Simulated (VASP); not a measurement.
# CdS (F-43m) in VASP: a series of runs

Runs on CdS. Level: PBEsol. Tasks: single point.

Program: VASP 6.6.1. These are calculated values, not measurements. Logs are shortened: lines on timing, memory, paths and dates and some standing lists are left out, and cuts for length are marked.

**1. The cell of the first run**

The structure is cubic, space group F-43m (No. 216). Conventional cell: a = 5.510 Å, b = 5.510 Å, c = 5.510 Å, α = 90.00°, β = 90.00°, γ = 90.00°. Within 3.2 Å of Cd (site symmetry -43m) lie 4 S at 2.39 Å. S (site symmetry -43m) has 4 Cd at 2.39 Å within 3.2 Å.

**2. Single point, PBEsol, non-collinear spin, zero start, spin-orbit coupling**

Input file INCAR:

```
ALGO = Normal
EDIFF = 1E-7
ENCUT = 520
GGA = PS
GGA_COMPAT = F
ISIF = 2
ISMEAR = 0
LASPH = T
LCHARG = T
LORBIT = 11
LORBMOM = T
LREAL = F
LSORBIT = T
LVHAR = T
LWAVE = F
MAGMOM = 0 0 0 0 0 0
NBANDS = 30
NELM = 150
PREC = Accurate
SIGMA = 0.01
```

Input file KPOINTS:

```
k-points
0
Gamma
  8 8 8
```

Input file POSCAR:

```
CdS
1.0
    2.7550636382      2.7550636382      0.0000000000
   -2.7550636382      2.7550636382      0.0000000000
    0.0000000000      2.7550636382      2.7550636382
Cd S
1 1
Direct
    0.0000000000      0.0000000000      0.0000000000
    0.7500000000      0.2500000000      0.5000000000
```

Potentials or basis: VASP PAW PBE potentials, release 64 (Cd, S).

Command:

```console
$ cat potpaw_PBE.64/Cd/POTCAR potpaw_PBE.64/S/POTCAR > POTCAR
$ mpirun -np 1 vasp_ncl > vasp.out
```

OUTCAR:

```text
EDIFF = 1E-7
   ENCUT = 520
   GGA = PS
   ISIF = 2
   ISMEAR = 0
   LASPH = T
   LORBIT = 11
   LREAL = F
   LSORBIT = T
   NELM = 150
   PREC = Accurate

 ion  position               nearest neighbor table
   1  0.000  0.000  0.000-   2 2.39   2 2.39   2 2.39   2 2.39
   2  0.750  0.250  0.500-   1 2.39   1 2.39   1 2.39   1 2.39

  LATTYP: Found a face centered cubic cell.
 ALAT       =     5.5101272764

  Lattice vectors:

 A1 = (   0.0000000000,   2.7550636382,   2.7550636382)
 A2 = (   2.7550636382,   0.0000000000,   2.7550636382)
 A3 = (   2.7550636382,   2.7550636382,   0.0000000000)

Analysis of symmetry for initial positions (statically):
=====================================================================
 Subroutine PRICEL returns:
 Original cell was already a primitive cell.

 Routine SETGRP: Setting up the symmetry group for a
 face centered cubic supercell.

 Subroutine GETGRP returns: Found 24 space group operations
 (whereof 24 operations were pure point group operations)
 out of a pool of 48 trial point group operations.

The static configuration has the point symmetry T_d .

Analysis of symmetry for dynamics (positions and initial velocities):
=====================================================================
 Subroutine PRICEL returns:
 Original cell was already a primitive cell.

 Routine SETGRP: Setting up the symmetry group for a
 face centered cubic supercell.

 Subroutine GETGRP returns: Found 24 space group operations
 (whereof 24 operations were pure point group operations)
 out of a pool of 48 trial point group operations.

The dynamic configuration has the point symmetry T_d .

Analysis of structural, dynamic, and magnetic symmetry:
=====================================================================
 Subroutine PRICEL returns:
 Original cell was already a primitive cell.

 Routine SETGRP: Setting up the symmetry group for a
 face centered cubic supercell.

 Subroutine GETGRP returns: Found 24 space group operations
 (whereof 24 operations were pure point group operations)
 out of a pool of 48 trial point group operations.

The overall configuration has the point symmetry T_d .

 Subroutine INISYM returns: Found 24 space group operations
 (whereof 24 operations are pure point group operations),
 and found     1 'primitive' translations

----------------------------------------------------------------------------------------

                                     Primitive cell

  volume of cell :      41.8239

  direct lattice vectors                    reciprocal lattice vectors
     2.755063638  2.755063638  0.000000000     0.181484011  0.181484011 -0.181484011
    -2.755063638  2.755063638  0.000000000    -0.181484011  0.181484011 -0.181484011
     0.000000000  2.755063638  2.755063638     0.000000000  0.000000000  0.362968022

  length of vectors
     3.896248362  3.896248362  3.896248362     0.314339528  0.314339528  0.362968022

  position of ions in fractional coordinates (direct lattice)
     0.000000000  0.000000000  0.000000000
     0.750000000  0.250000000  0.500000000

  ion indices of the primitive-cell ions
   primitive index   ion index
                 1           1
                 2           2

----------------------------------------------------------------------------------------

 KPOINTS: k-points

Automatic generation of k-mesh.
 Grid dimensions read from file:
 generate k-points for:    8    8    8

 Generating k-lattice:

  Cartesian coordinates                     Fractional coordinates (reciprocal lattice)
     0.022685501  0.022685501 -0.022685501     0.125000000  0.000000000  0.000000000
    -0.022685501  0.022685501 -0.022685501     0.000000000  0.125000000  0.000000000
     0.000000000  0.000000000  0.045371003     0.000000000  0.000000000  0.125000000

  Length of vectors
     0.039292441  0.039292441  0.045371003

  Shift w.r.t. Gamma in fractional coordinates (k-lattice)
     0.000000000  0.000000000  0.000000000

 Subroutine IBZKPT returns following result:
 ===========================================

 Found     43 irreducible k-points:

 Following reciprocal coordinates:
            Coordinates               Weight
  0.000000  0.000000  0.000000      1.000000
  0.125000  0.000000  0.000000      4.000000
 -0.125000  0.000000  0.000000      4.000000
  0.250000  0.000000  0.000000      4.000000
 -0.250000  0.000000  0.000000      4.000000
  0.375000  0.000000  0.000000      4.000000
[... 16 lines left out ...]
 -0.375000 -0.250000  0.000000     12.000000
  0.500000  0.250000  0.000000     12.000000
 [... further k-points ...]
[... 24 lines left out ...]
   ISIF   =      2    stress and relaxation
   ISYM   =      2    0-nonsym 1-usesym 2-fastsym
   POTIM  = 0.5000    time-step for ionic-motion
   TEBEG  =    0.0;   TEEND  =   0.0 temperature during run
   PSTRESS=    0.0 pullay stress
   NELECT =      18.0000    total number of electrons
   NUPDOWN=      -1.0000    fix difference up-down
   EMIN   =  10.00;   EMAX   =-10.00  energy-range for DOS
   EFERMI =   0.00;   METHOD = LEGACY
   ISMEAR =     0;   SIGMA  =   0.01  broadening in eV -4-tet -1-fermi 0-gaus
   EFERMI_NEDOS =   21; number of points for ismear=-14 and -15
   IALGO  =     38    algorithm
   IMIX   =      4    mixing-type and parameters
     AMIX     =   0.40;   BMIX     =  1.00
     AMIX_MAG =   1.60;   BMIX_MAG =  1.00
  volume/ion in A,a.u.               =      20.91       141.12
  Fermi-wavevector in a.u.,A,eV,Ry     =   1.236016  2.335731 20.786098  1.527735
  Thomas-Fermi vector in A             =   2.370642
   LORBIT       =     11    0 simple, 1 ext, 2 COOP (PROOUT), +10 PAW based schemes
   GGA     = PS    functional components
   LHFCALC =     F    Hartree Fock is set to
   AEXX    =    0.0000 exact exchange contribution
   IVDW    =     0    specifies the selected vdW correction
   LEPSILON=     F    determine dielectric tensor
   LRPA    =     F    only Hartree local field effects (RPA)
 Gauss-broadening in eV      SIGMA  =   0.01
  energy-cutoff  :      520.00
  volume of cell :       41.82
 maximum number of plane-waves:      2316
 NGX is ok and might be reduce to    30
   NGX = 15   NGY = 15   NGZ = 15

 number of electron      18.0000000 magnetization       0.0000000      0.0000000      0.0000000

 number of electron      18.0000005 magnetization      -0.0000000     -0.0000000      0.0000000

 number of electron      18.0000005 magnetization      -0.0000000      0.0000000      0.0000000

 Free energy of the ion-electron system (eV)
  ---------------------------------------------------
  ext. energy  EPLUGINS =         0.00000000
  ---------------------------------------------------
  free energy    TOTEN  =        -6.51361604 eV

  energy without entropy =       -6.51361604  energy(sigma->0) =       -6.51361604

 E-fermi :   2.9673     XC(G=0): -10.2050

 val. band max:        2.8812412257   @ k =   0.0000   0.0000   0.0000
 cond. band min:       4.2113514499   @ k =   0.0000   0.0000   0.0000
 fundamental gap:      1.3301102242
 Fermi energy:         2.9672946628

 k-point     1 :       0.0000    0.0000    0.0000
  band No.  band energies     occupation
      1     -10.7500      1.00000
      2     -10.7500      1.00000
      3      -5.9156      1.00000
      4      -5.9156      1.00000
      5      -5.9156      1.00000
      6      -5.9156      1.00000
[... 781 lines left out ...]
     29      15.8046      0.00000
     30      15.8147      0.00000

 [... further k-points ...]

------------------------ aborting loop because EDIFF is reached ----------------------------------------

  FORCE on cell =-STRESS in cart. coord.  units (eV):
  Direction    XX          YY          ZZ          XY          YZ          ZX
  --------------------------------------------------------------------------------------
  -------------------------------------------------------------------------------------
  Total        4.1062336      4.1062336      4.1062336      0.0000000     -0.0000000     -0.0000000
  in kB      157.3002217    157.3002217    157.3002217      0.0000000     -0.0000000     -0.0000000
  external PRESSURE =     157.3002217 kB  Pullay stress =       0.0000000 kB

 VOLUME and BASIS-vectors are now :
 -----------------------------------------------------------------------------
  energy-cutoff  :      520.00
  volume of cell :       41.82
      direct lattice vectors                 reciprocal lattice vectors
     2.755063638  2.755063638  0.000000000     0.181484011  0.181484011 -0.181484011
    -2.755063638  2.755063638  0.000000000    -0.181484011  0.181484011 -0.181484011
     0.000000000  2.755063638  2.755063638     0.000000000  0.000000000  0.362968022

 POSITION                                       TOTAL-FORCE (eV/Angst)
 -----------------------------------------------------------------------------------
      0.00000      0.00000      0.00000         0.000000     -0.000000     -0.000000
      1.37753      4.13260      1.37753        -0.000000      0.000000      0.000000
 -----------------------------------------------------------------------------------
    total drift:                               -0.000000      0.000000      0.000000

  FREE ENERGIE OF THE ION-ELECTRON SYSTEM (eV)
  ---------------------------------------------------
  free  energy   TOTEN  =        -6.5136160446 eV

  energy  without entropy=       -6.5136160446  energy(sigma->0) =       -6.51361604

 orbital moment (x)

 # of ion     p       d       tot
 ----------------------------------------
  1        -0.000   0.000   0.000
  2         0.000   0.000   0.000
 ----------------------------------------
           -0.000   0.000   0.000

 orbital moment (y)

 # of ion     p       d       tot
 ----------------------------------------
  1        -0.000   0.000   0.000
  2        -0.000   0.000  -0.000
 ----------------------------------------
           -0.000   0.000   0.000

 orbital moment (z)

 # of ion     p       d       tot
 ----------------------------------------
  1         0.000  -0.000  -0.000
  2         0.000   0.000   0.000
 ----------------------------------------
            0.000  -0.000  -0.000

 Spin-Orbit-Coupling matrix elements

 Ion:    1  E_soc:     -0.0627043
 l=   1
     0.0000000    -0.0032243    -0.0032243
    -0.0032243     0.0000000    -0.0032243
    -0.0032243    -0.0032243     0.0000000
 l=   2
     0.0000000    -0.0014897     0.0000000    -0.0014897    -0.0057367
    -0.0014897     0.0000000    -0.0043025    -0.0014897    -0.0014342
     0.0000000    -0.0043025     0.0000000    -0.0043025     0.0000000
    -0.0014897    -0.0014897    -0.0043025     0.0000000    -0.0014342
    -0.0057367    -0.0014342     0.0000000    -0.0014342     0.0000000
 l=   3
     0.0000000     0.0000000     0.0000000     0.0000000     0.0000000     0.0000000     0.0000000
     0.0000000     0.0000000     0.0000000     0.0000000     0.0000000     0.0000000     0.0000000
     0.0000000     0.0000000     0.0000000     0.0000000     0.0000000     0.0000000     0.0000000
     0.0000000     0.0000000     0.0000000     0.0000000     0.0000000     0.0000000     0.0000000
     0.0000000     0.0000000     0.0000000     0.0000000     0.0000000     0.0000000     0.0000000
     0.0000000     0.0000000     0.0000000     0.0000000     0.0000000     0.0000000     0.0000000
     0.0000000     0.0000000     0.0000000     0.0000000     0.0000000     0.0000000     0.0000000

 Ion:    2  E_soc:     -0.0020871
 l=   1
     0.0000000    -0.0003479    -0.0003479
    -0.0003479     0.0000000    -0.0003479
    -0.0003479    -0.0003479     0.0000000
 l=   2
     0.0000000     0.0000000     0.0000000     0.0000000     0.0000000
     0.0000000     0.0000000     0.0000000     0.0000000     0.0000000
     0.0000000     0.0000000     0.0000000     0.0000000     0.0000000
     0.0000000     0.0000000     0.0000000     0.0000000     0.0000000
     0.0000000     0.0000000     0.0000000     0.0000000     0.0000000
 l=   3
     0.0000000     0.0000000     0.0000000     0.0000000     0.0000000     0.0000000     0.0000000
     0.0000000     0.0000000     0.0000000     0.0000000     0.0000000     0.0000000     0.0000000
     0.0000000     0.0000000     0.0000000     0.0000000     0.0000000     0.0000000     0.0000000
     0.0000000     0.0000000     0.0000000     0.0000000     0.0000000     0.0000000     0.0000000
     0.0000000     0.0000000     0.0000000     0.0000000     0.0000000     0.0000000     0.0000000
     0.0000000     0.0000000     0.0000000     0.0000000     0.0000000     0.0000000     0.0000000
     0.0000000     0.0000000     0.0000000     0.0000000     0.0000000     0.0000000     0.0000000

 total charge

# of ion       s       p       d       tot
------------------------------------------
    1        0.475   0.456   9.567  10.498
    2        1.313   2.462   0.000   3.774
--------------------------------------------------
tot          1.788   2.917   9.567  14.272

 magnetization (x)

# of ion       s       p       d       tot
------------------------------------------
    1       -0.000   0.000   0.000   0.000
    2        0.000   0.000   0.000   0.000
--------------------------------------------------
tot          0.000   0.000   0.000   0.000

 magnetization (y)

# of ion       s       p       d       tot
------------------------------------------
    1        0.000   0.000   0.000   0.000
    2        0.000   0.000   0.000   0.000
--------------------------------------------------
tot          0.000   0.000   0.000   0.000

 magnetization (z)

# of ion       s       p       d       tot
------------------------------------------
    1        0.000  -0.000   0.000   0.000
    2        0.000   0.000   0.000   0.000
--------------------------------------------------
tot          0.000   0.000   0.000   0.000
```

It took 2.3 min on 1 thread of Intel Xeon 6975P-C (Granite Rapids), shared host; peak memory 0.32 GiB.

What came out:

```
Free energy                                           : -6.5136 eV
Pressure                                              : 15.7 GPa
Net moment                                            : 0.00 μB per cell
Valence electrons inside the program's atomic spheres : Cd 10.50; S 3.77
```

Moments on the atoms (μB; x, y, z):
```
Cd  0.00 0.00 0.00
S   0.00 0.00 0.00
```

Caveat: the cell stands under pressure; the PAW data sets were made with another functional, which shifts forces and pressure a little.

**3. Single point, PBEsol, non-collinear spin, zero start, spin-orbit coupling**

This run uses another cell than the first one, of 21.85 Å³/atom.

Input file INCAR:

```
PREC = Accurate ; ENCUT = 520
EDIFF = 1E-6 ; ISMEAR = 0
SIGMA = 0.01 ; LREAL = F
LASPH = T ; NELM = 150
ALGO = Normal ; ISIF = 2
LWAVE = F ; LCHARG = T
MAGMOM = 0 0 0 0 0 0 ; LORBIT = 11
LSORBIT = T ; GGA_COMPAT = F
LORBMOM = T ; GGA = PS
LVHAR = T ; NBANDS = 30
```

Input file KPOINTS:

```
regular mesh
0
Gamma
  8 8 8
```

Input file POSCAR:

```
CdS
1.0
    2.7956333532      2.7956333532      0.0000000000
   -2.7956333532      2.7956333532      0.0000000000
    0.0000000000      2.7956333532      2.7956333532
Cd S
1 1
Direct
    0.0000000000      0.0000000000      0.0000000000
    0.7500000000      0.2500000000      0.5000000000
```

Potentials or basis: VASP PAW PBE potentials, release 64 (Cd, S).

Command:

```console
$ cat potpaw_PBE.64/Cd/POTCAR potpaw_PBE.64/S/POTCAR > POTCAR
$ mpirun -np 1 vasp_ncl > vasp.out
```

Wall time 98 s (1 thread of Intel Xeon 6975P-C (Granite Rapids), shared host); peak memory 0.32 GiB.

It converged, with:

```
Free energy                                           : -6.6669 eV
Pressure                                              : 10.6 GPa
Net moment                                            : 0.00 μB per cell
Valence electrons inside the program's atomic spheres : Cd 10.45; S 3.75
```

Moments on the atoms (μB; x, y, z):
```
Cd  0.00 0.00 0.00
S   0.00 0.00 0.00
```

Caveat: the cell stands under pressure; the PAW data sets were made with another functional, which shifts forces and pressure a little.

(Continued in part 2 of 2.)
